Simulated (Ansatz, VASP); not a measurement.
## One calculation of I, two programs

INCAR

```
ALGO = Normal
EDIFF = 1E-6
EDIFFG = -0.02
ENCUT = 600
GGA = PS
IBRION = 2
ISIF = 3
ISMEAR = -1
LASPH = T
LCHARG = F
LREAL = F
LWAVE = F
NELM = 60
NSW = 80
PREC = Accurate
SIGMA = 0.05
```

File KPOINTS:

```
k-points
0
Gamma
  9 9 9
```

File POSCAR:

```
I
1.0
    0.0000000000      2.3656004428      3.9098401324
    2.1922454667      0.0000000000      3.9098401324
    2.1922454667      2.3656004428      0.0000000000
I
1
Direct
    0.0000000000      0.0000000000      0.0000000000
```

input.yaml

```yaml
crystal:
  lattice:
    - [0.0, 2.3656004428, 3.9098401324]
    - [2.1922454667, 0.0, 3.9098401324]
    - [2.1922454667, 2.3656004428, 0.0]
  atoms:
    - { symbol: I, position: [0.0, 0.0, 0.0] }
kpoints:
  mp_grid: { grid: [9, 9, 9] }
scf:
  occupations: { method: fermi_dirac, width: 0.05 }
hamiltonian:
  xc: pbesol
  pseudopotentials: { kind: all_electron, lapw: { basis_error: 0.001 } }
output:
  forces: true
  stress: true
relax:
  f_tol: 0.02
  max_steps: 60
  cell: {}
```

Alike in both runs: task relaxation of cell and atoms; functional PBEsol; k mesh 9 × 9 × 9; occupations fermi-dirac, width 0.05 eV; no spin polarisation.

```csv
,VASP,Ansatz
version,VASP 6.6.1,Ansatz 0.2.0
potentials or method,"VASP PAW PBE potentials, release 64 (I), cutoff 600 eV","all-electron LAPW, scalar-relativistic"
```

Ansatz gave:

* relaxed volume (Å³/atom): 37.44
* relaxed cell length with the largest relative difference (Å): 4.381

What did VASP give for the same quantities?

Relaxed volume (Å³/atom): 37.49; relaxed cell length with the largest relative difference (Å): 4.406.

VASP's potentials were made for PBE, not for PBEsol. Ansatz ran all-electron here, and VASP with PAW potentials.

Spin-orbit coupling is off throughout.
